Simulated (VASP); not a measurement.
# CdHg5Te6: single point with PBE

CdHg5Te6:

```
Cd Hg Te
1.0
     4.33418    0.00000    0.00000
     0.00000    4.33418    0.00000
     0.00000    0.00000   18.46485
Cd Hg Te
1 5 6
Direct
  0.50000 0.50000 0.50000
  0.00000 0.00000 0.00000
  0.50000 0.50000 0.16630
  0.00000 0.00000 0.33409
  0.00000 0.00000 0.66591
  0.50000 0.50000 0.83370
  0.00000 0.00000 0.16920
  0.50000 0.50000 0.33757
  0.00000 0.00000 0.50000
  0.50000 0.50000 0.66243
  0.00000 0.00000 0.83080
  0.50000 0.50000 0.00000
```

| Property | Result |
| --- | --- |
| Program | VASP 6.6.1 |
| Task | single point |
| Functional | PBE |
| Potentials or basis | VASP PAW PBE potentials, release 64 (Cd, Hg, Te) |
| Cutoff | 520 eV |
| k mesh | 10 × 10 × 2 |
| Occupations | gaussian, width 0.1 eV |
| Spin | no spin polarisation |
| Dipole correction | no |
| Further INCAR settings | ALGO = Normal; EDIFF = 1e-06; NBANDS = 66 |

```
Pressure               : 0.1 GPa
Largest force          : 0.006 eV/Å
Band gap on the k mesh : zero (band 54 reaches 4.38 eV, above the bottom of band 55 at 1.97 eV)
```

Forces in eV/Å, atoms in the order of the input:
```
Cd   0.000  0.000  0.000
Hg   0.000  0.000  0.000
Hg   0.000  0.000  0.003
Hg   0.000  0.000  0.000
Hg   0.000  0.000  0.000
Hg   0.000  0.000 -0.003
Te   0.000  0.000 -0.004
Te   0.000  0.000 -0.006
Te   0.000  0.000  0.000
Te   0.000  0.000  0.006
Te   0.000  0.000  0.004
Te   0.000  0.000  0.000
```

Levels at points of the mesh, in eV from the Fermi level:
```tsv
k point	band 50	band 51	band 52	band 53	band 54	band 55	band 56	band 57	band 58	band 59
(0.00, 0.00, 0.00)	-1.03	-0.98	-0.98	-0.93	-0.82	-0.61	-0.61	-0.59	-0.37	1.80
(0.50, 0.00, 0.00)	0.10	0.17	0.23	0.23	0.25	2.17	2.27	2.76	2.79	2.80
(0.50, 0.50, 0.00)	-2.65	-2.65	-2.16	-2.15	-2.15	-2.13	-2.12	0.54	0.58	0.79
(0.00, 0.00, 0.50)	-1.40	-1.36	-1.36	-0.78	-0.78	-0.66	-0.66	0.55	0.68	0.96
(0.50, 0.00, 0.50)	0.15	0.15	0.25	0.29	0.29	2.28	2.32	2.33	2.58	2.71
(0.50, 0.50, 0.50)	-2.88	-2.36	-2.36	-2.25	-2.25	-1.06	-0.99	-0.91	-0.51	1.76
```

It took 27 min on 1 thread of Intel(R) Xeon(R) Platinum 8488C (Sapphire Rapids), on a shared host, peak memory 0.91 GiB.

Caveat: spin-orbit coupling is left out, which moves the levels of the heavy elements.
